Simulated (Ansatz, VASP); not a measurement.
Two plane-wave programs on Y

File INCAR:

```
PREC = Accurate
ENCUT = 520
EDIFF = 1E-7
ISMEAR = 0
SIGMA = 0.15
LREAL = F
LASPH = T
NELM = 60
ALGO = Fast
ISIF = 2
LWAVE = F
LCHARG = F
GGA = PS
NBANDS = 12
```

Contents of KPOINTS:

```
regular mesh
0
Gamma
  16 16 16
```

The input POSCAR:

```
Y
1.0
    0.0000000000      2.4601500000      2.4601500000
    2.4850000000     -0.0248500000      2.4850000000
    2.4850000000      2.4850000000     -0.0248500000
Y
1
Direct
    0.0000000000      0.0000000000      0.0000000000
```

Input for Ansatz:

```yaml
crystal:
  lattice:
    - [0.0, 2.46015, 2.46015]
    - [2.485, -0.02485, 2.485]
    - [2.485, 2.485, -0.02485]
  atoms:
    - { symbol: "Y", position: [0.0, 0.0, 0.0] }
basis:
  ecutwfc: 420
kpoints:
  mp_grid: { grid: [16, 16, 16] }
hamiltonian:
  xc: pbesol
scf:
  occupations: { method: gaussian, width: 0.15 }
output:
  forces: true
  stress: true
  eigenvalues: true
```

Change from the starting cell: strain -0.0200 x Voigt [0, 0, 0, 1, 0, 0], atoms carried along.

Alike in both runs: task single point; functional PBEsol; k mesh 16 × 16 × 16; occupations gaussian, width 0.15 eV; no spin polarisation.

```csv
,VASP,Ansatz
version,VASP 6.6.1,Ansatz 0.2.0
potentials or method,"VASP PAW PBE potentials, release 64 (Y_sv), cutoff 520 eV","scalar-relativistic, plane waves, PAW"
valence electrons in the cell,11,11
```

|  | VASP | Ansatz | Ansatz less VASP |
| --- | --- | --- | --- |
| gap on the k mesh at the Fermi level (eV) | none | none | - |
| pressure (GPa) | 0.1 | 0.2 | +0.15 |
| traceless stress, the component that is largest in VASP (GPa) | 0.70 | 0.70 | 0.000 |

VASP's potentials were made for PBE, not for PBEsol. A gap of «none» marks a metal or a gap that the smearing closes.
